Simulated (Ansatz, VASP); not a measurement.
One calculation of WSe2, two programs

INCAR

```
PREC = Accurate
ENCUT = 520
EDIFF = 1E-6
ISMEAR = 0
SIGMA = 0.05
LREAL = F
LASPH = T
NELM = 60
ALGO = Normal
ISIF = 2
LWAVE = F
LCHARG = F
GGA = PE
NBANDS = 64
KPAR = 4
```

KPOINTS

```
Automatic mesh
0
Gamma
  12 12 1
```

The input POSCAR:

```
WSe2
1.0
    3.3206779314      0.0000000000      0.0000000000
   -1.6603389657      2.8757914463      0.0000000000
    0.0000000000      0.0000000000     38.7701078913
W Se
4 8
Direct
    0.6666666667      0.3333333333      0.9017078408
    0.6666666667      0.3333333333      0.2946354236
    0.3333333333      0.6666666667      0.7053645764
    0.3333333333      0.6666666667      0.0982921592
    0.3594977523      0.6797488761      0.9466946825
    0.3594977523      0.6797488761      0.3396173771
    0.6928310856      0.3464155428      0.7503521150
    0.6928310856      0.3464155428      0.1432790617
    0.3594977523      0.6797488761      0.8601187493
    0.3594977523      0.6797488761      0.2530456960
    0.6928310856      0.3464155428      0.6637804339
    0.6928310856      0.3464155428      0.0567031285
```

Input for Ansatz:

```yaml
crystal:
  lattice:
    - [3.3206779314, 0.0, 0.0]
    - [-1.6603389657, 2.8757914463, 0.0]
    - [0.0, 0.0, 38.7701078913]
  atoms:
    - { symbol: W, position: [0.6666666667, 0.3333333333, 0.9017078408] }
    - { symbol: W, position: [0.6666666667, 0.3333333333, 0.2946354236] }
    - { symbol: W, position: [0.3333333333, 0.6666666667, 0.7053645764] }
    - { symbol: W, position: [0.3333333333, 0.6666666667, 0.0982921592] }
    - { symbol: Se, position: [0.3594977523, 0.6797488761, 0.9466946825] }
    - { symbol: Se, position: [0.3594977523, 0.6797488761, 0.3396173771] }
    - { symbol: Se, position: [0.6928310856, 0.3464155428, 0.750352115] }
    - { symbol: Se, position: [0.6928310856, 0.3464155428, 0.1432790617] }
    - { symbol: Se, position: [0.3594977523, 0.6797488761, 0.8601187493] }
    - { symbol: Se, position: [0.3594977523, 0.6797488761, 0.253045696] }
    - { symbol: Se, position: [0.6928310856, 0.3464155428, 0.6637804339] }
    - { symbol: Se, position: [0.6928310856, 0.3464155428, 0.0567031285] }
basis:
  ecutwfc: 420
kpoints:
  mp_grid: { grid: [12, 12, 1] }
hamiltonian:
  xc: pbe
scf:
  occupations: { method: gaussian, width: 0.05 }
output:
  forces: true
  stress: true
  eigenvalues: true
```

Change from the starting cell: all Se atoms moved -0.100 Å, as atom 5 towards its neighbour atom 1 (W) at 2.548 Å.

Alike in both runs: task single point; functional PBE; k mesh 12 × 12 × 1; occupations gaussian, width 0.05 eV; no spin polarisation.

|  | VASP | Ansatz |
| --- | --- | --- |
| version | VASP 6.6.1 | Ansatz 0.2.0 |
| potentials or method | VASP PAW PBE potentials, release 64 (W_sv, Se), cutoff 520 eV | scalar-relativistic, plane waves, PAW |
| valence electrons in the cell | 104 | 184 |

```tsv
	VASP	Ansatz	Ansatz less VASP
gap on the k mesh at the Fermi level (eV)	1.37	1.37	+0.001
least direct gap on the mesh (eV)	1.37	1.38	+0.006
rms of the force components (eV/Å)	0.941	0.935	-0.0063
```

Atom by atom the forces differ by 0.022 eV/Å (rms over components). With one functional, cell and mesh, what is left measures potentials, basis and numerics. VASP's potentials hold 104 valence electrons a cell and Ansatz's 184, so a difference there can come from the potentials and not from the codes.

Neither program's run includes spin-orbit coupling.
